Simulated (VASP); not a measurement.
# MgO in VASP: a series of runs, part 2 of 4

VASP 6.6.1.

## (3) Single point, PBE (uniaxial x strain +2.0%)

The input, INCAR:

```
  PREC = Accurate
  ENCUT = 520
  EDIFF = 1E-6
  ISMEAR = 0
  SIGMA = 0.01
  LREAL = F
  LASPH = T
  NELM = 80
  ALGO = Normal
  ISIF = 2
  LWAVE = F
  LCHARG = F
  GGA = PE
  NBANDS = 11
```

The input, KPOINTS:

```
Automatic mesh
0
Gamma
  6 6 6
```

The input, POSCAR:

```
MgO
1.0
    0.0000000000      2.2820056627      2.2820056627
    2.3276457760      0.0000000000      2.2820056627
    2.3276457760      2.2820056627      0.0000000000
Mg O
1 1
Direct
    0.0000000000      0.0000000000      0.0000000000
    0.2500000000      0.2500000000      0.2500000000
```

Potentials or basis: VASP PAW PBE potentials, release 64 (Mg, O).

The run is started by

```
cat potpaw_PBE.64/Mg/POTCAR potpaw_PBE.64/O/POTCAR > POTCAR
mpirun -np 1 vasp_std > vasp.out
```

Wall time 4.2 s (1 thread of Intel Xeon 6975P-C, shared host); peak memory 0.14 GiB.

The run converged. Its results:

```
Free energy            : -11.6993 eV
Pressure               : 1.0 GPa
Band gap on the k mesh : 3.51 eV, direct
```

Stress tensor (GPa, compression positive):
```
0.37 0.00 0.00
0.00 1.26 0.00
0.00 0.00 1.26
```

Levels at points of the mesh, in eV from the valence-band top:
| k point | band 1 | band 2 | band 3 | band 4 | band 5 | band 6 | band 7 | band 8 |
| --- | --- | --- | --- | --- | --- | --- | --- | --- |
| (0.00, 0.00, 0.00) | -15.86 | -0.04 | 0.00 | 0.00 | 3.51 | 16.58 | 16.58 | 16.58 |
| (0.50, 0.00, 0.00) | -15.22 | -3.00 | -0.24 | -0.15 | 8.63 | 9.52 | 14.29 | 14.63 |
| (0.50, 0.50, 0.00) | -15.02 | -2.45 | -0.78 | -0.77 | 6.20 | 11.42 | 13.86 | 16.16 |
| (0.00, 0.50, 0.50) | -15.05 | -2.55 | -0.69 | -0.69 | 6.19 | 11.44 | 13.74 | 16.57 |

Caveat: the cell differs from its parent crystal (uniaxial x strain +2.0%).

## (4) Single point, PBE (strain +0.5%)

The input, INCAR:

```
SYSTEM = MgO
ALGO     = Normal         ! electronic algorithm
EDIFF    = 1E-6           ! SCF threshold, eV
ENCUT    = 520            ! plane-wave cutoff, eV
GGA      = PE             ! functional
ISIF     = 2              ! what is computed and relaxed
ISMEAR   = -1             ! smearing method
LASPH    = .TRUE.         ! aspherical terms in the spheres
LCHARG   = .FALSE.        ! write CHGCAR
LREAL    = .FALSE.        ! projectors in reciprocal space
LWAVE    = .FALSE.        ! write WAVECAR
NBANDS   = 11             ! bands
NELM     = 100            ! most SCF steps
PREC     = Accurate       ! precision mode
SIGMA    = 0.02           ! smearing width, eV
```

The input, KPOINTS:

```
k-points
0
G
  10 10 10
  0 0 0
```

The input, POSCAR:

```
MgO
1.0
    0.0000000000      2.2934156910      2.2934156910
    2.2934156910      0.0000000000      2.2934156910
    2.2934156910      2.2934156910      0.0000000000
Mg O
1 1
Direct
    0.0000000000      0.0000000000      0.0000000000
    0.2500000000      0.2500000000      0.2500000000
```

Potentials or basis: VASP PAW PBE potentials, release 64 (Mg, O).

The run is started by

```
cat potpaw_PBE.64/Mg/POTCAR potpaw_PBE.64/O/POTCAR > POTCAR
mpirun -np 1 vasp_std > vasp.out
```

OUTCAR:

```text
SYSTEM = MgO
   EDIFF = 1E-6
   ENCUT = 520
   GGA = PE
   ISIF = 2
   ISMEAR = -1
   LASPH = .TRUE.
   LREAL = .FALSE.
   NELM = 100
   PREC = Accurate

 ion  position               nearest neighbor table
   1  0.000  0.000  0.000-   2 1.99   2 1.99   2 1.99   2 1.99
   2  0.250  0.250  0.250-   1 1.99   1 1.99   1 1.99   1 1.99

  LATTYP: Found a face centered cubic cell.
 ALAT       =     4.5868313820

  Lattice vectors:

 A1 = (   0.0000000000,   2.2934156910,   2.2934156910)
 A2 = (   2.2934156910,   0.0000000000,   2.2934156910)
 A3 = (   2.2934156910,   2.2934156910,   0.0000000000)

Analysis of symmetry for initial positions (statically):
=====================================================================
 Subroutine PRICEL returns:
 Original cell was already a primitive cell.

 Routine SETGRP: Setting up the symmetry group for a
 face centered cubic supercell.

 Subroutine GETGRP returns: Found 24 space group operations
 (whereof 24 operations were pure point group operations)
 out of a pool of 48 trial point group operations.

The static configuration has the point symmetry T_d .

Analysis of symmetry for dynamics (positions and initial velocities):
=====================================================================
 Subroutine PRICEL returns:
 Original cell was already a primitive cell.

 Routine SETGRP: Setting up the symmetry group for a
 face centered cubic supercell.

 Subroutine GETGRP returns: Found 24 space group operations
 (whereof 24 operations were pure point group operations)
 out of a pool of 48 trial point group operations.

The dynamic configuration has the point symmetry T_d .

 Subroutine INISYM returns: Found 24 space group operations
 (whereof 24 operations are pure point group operations),
 and found     1 'primitive' translations

----------------------------------------------------------------------------------------

                                     Primitive cell

  volume of cell :      24.1256

  direct lattice vectors                    reciprocal lattice vectors
[... 105 lines left out ...]
   IMIX   =      4    mixing-type and parameters
     AMIX     =   0.40;   BMIX     =  1.00
     AMIX_MAG =   1.60;   BMIX_MAG =  1.00
  volume/ion in A,a.u.               =      12.06        81.40
  Fermi-wavevector in a.u.,A,eV,Ry     =   1.133127  2.141300 17.469575  1.283978
  Thomas-Fermi vector in A             =   2.269830
   LORBIT       =      0    0 simple, 1 ext, 2 COOP (PROOUT), +10 PAW based schemes
   GGA     = PE    functional components
[... 5 lines left out ...]
 non-spin polarized calculation
  energy-cutoff  :      520.00
  volume of cell :       24.13
 maximum number of plane-waves:       666
   NGX = 13   NGY = 13   NGZ = 13

 number of electron       8.0000004 magnetization

 Free energy of the ion-electron system (eV)
  ---------------------------------------------------
  ext. energy  EPLUGINS =         0.00000000
  ---------------------------------------------------
  free energy    TOTEN  =       -11.69931567 eV

  energy without entropy =      -11.69931567  energy(sigma->0) =      -11.69931567

 E-fermi :   1.2069     XC(G=0):  -9.6563

 val. band max:        0.7111166180   @ k =   0.0000   0.0000   0.0000
 cond. band min:       4.2683848788   @ k =   0.0000   0.0000   0.0000
 fundamental gap:      3.5572682608
 Fermi energy:         1.2069289896

 k-point     1 :       0.0000    0.0000    0.0000
  band No.  band energies     occupation
      1     -15.1465      2.00000
      2       0.7111      2.00000
      3       0.7111      2.00000
      4       0.7111      2.00000
      5       4.2684      0.00000
      6      17.3619      0.00000
      7      17.3619      0.00000
      8      17.3619      0.00000
      9      20.8898      0.00000
     10      20.8899      0.00000
     11      20.9517      0.00000
[... 309 lines left out ...]
 k-point    24 :       0.4000    0.3000    0.0000
  band No.  band energies     occupation
      1     -14.4772      2.00000
      2      -1.5331      2.00000
      3       0.0242      2.00000
      4       0.1468      2.00000
      5       7.5054      0.00000
      6      12.2944      0.00000
      7      14.3863      0.00000
      8      16.8958      0.00000
      9      17.2933      0.00000
     10      23.6455      0.00000
     11      24.0992      0.00000

 [... further k-points ...]
[... 5 lines left out ...]
  --------------------------------------------------------------------------------------
  -------------------------------------------------------------------------------------
  Total        0.2369946      0.2369946      0.2369946      0.0000000      0.0000000      0.0000000
  in kB       15.7387675     15.7387675     15.7387675      0.0000000      0.0000000      0.0000000
  external PRESSURE =      15.7387675 kB  Pullay stress =       0.0000000 kB

 VOLUME and BASIS-vectors are now :
 -----------------------------------------------------------------------------
  energy-cutoff  :      520.00
  volume of cell :       24.13
      direct lattice vectors                 reciprocal lattice vectors
     0.000000000  2.293415691  2.293415691    -0.218015426  0.218015426  0.218015426
     2.293415691  0.000000000  2.293415691     0.218015426 -0.218015426  0.218015426
     2.293415691  2.293415691  0.000000000     0.218015426  0.218015426 -0.218015426

 POSITION                                       TOTAL-FORCE (eV/Angst)
 -----------------------------------------------------------------------------------
      0.00000      0.00000      0.00000         0.000000      0.000000      0.000000
      1.14671      1.14671      1.14671        -0.000000     -0.000000     -0.000000
 -----------------------------------------------------------------------------------
    total drift:                               -0.000000     -0.000000     -0.000000

  FREE ENERGIE OF THE ION-ELECTRON SYSTEM (eV)
  ---------------------------------------------------
  free  energy   TOTEN  =       -11.6993156696 eV

  energy  without entropy=      -11.6993156696  energy(sigma->0) =      -11.69931567
```

OSZICAR:

```text
N       E                     dE             d eps       ncg     rms          rms(c)
DAV:   1     0.169142701763E+02    0.16914E+02   -0.43951E+03  1154   0.631E+02
DAV:   2    -0.130186092181E+02   -0.29933E+02   -0.28648E+02  1192   0.135E+02
DAV:   3    -0.138685854989E+02   -0.84998E+00   -0.84938E+00  1278   0.210E+01
DAV:   4    -0.138711697079E+02   -0.25842E-02   -0.25842E-02  1135   0.136E+00
DAV:   5    -0.138711810707E+02   -0.11363E-04   -0.11363E-04  1246   0.863E-02    0.831E+00
DAV:   6    -0.117350793167E+02    0.21361E+01   -0.13680E+01  1148   0.192E+01    0.280E+00
DAV:   7    -0.117044214136E+02    0.30658E-01   -0.12597E-01  1097   0.270E+00    0.154E+00
DAV:   8    -0.117001987575E+02    0.42227E-02   -0.48698E-02  1103   0.243E+00    0.362E-01
DAV:   9    -0.116993714555E+02    0.82730E-03   -0.92086E-04  1209   0.211E-01    0.227E-01
DAV:  10    -0.116993100751E+02    0.61380E-04   -0.14062E-03  1121   0.276E-01    0.124E-02
DAV:  11    -0.116993150940E+02   -0.50189E-05   -0.20988E-05  1208   0.283E-02    0.976E-03
DAV:  12    -0.116993156696E+02   -0.57559E-06   -0.28866E-06  1142   0.121E-02
   1 F= -.11699316E+02 E0= -.11699316E+02  d E =-.431586E-12
```

stdout:

```text
POSCAR found type information on POSCAR MgO
 POSCAR found :  2 types and       2 ions
 scaLAPACK will be used
 LDA part: xc-table for (Slater+PW92), standard interpolation
 POSCAR, INCAR and KPOINTS ok, starting setup
 FFT: planning ... GRIDC
 FFT: planning ... GRID_SOFT
 FFT: planning ... GRID
 WAVECAR not read
 entering main loop
```

Run time: 5.2 s. Hardware: 1 thread of Intel Xeon 6975P-C, shared host; peak memory 0.14 GiB.

What came out:

* Free energy: -11.6993 eV
* Pressure: 1.6 GPa
* Band gap on the k mesh: 3.56 eV, direct

Caveat: the cell differs from its parent crystal (strain +0.5%).

[end of part 2 of 4]
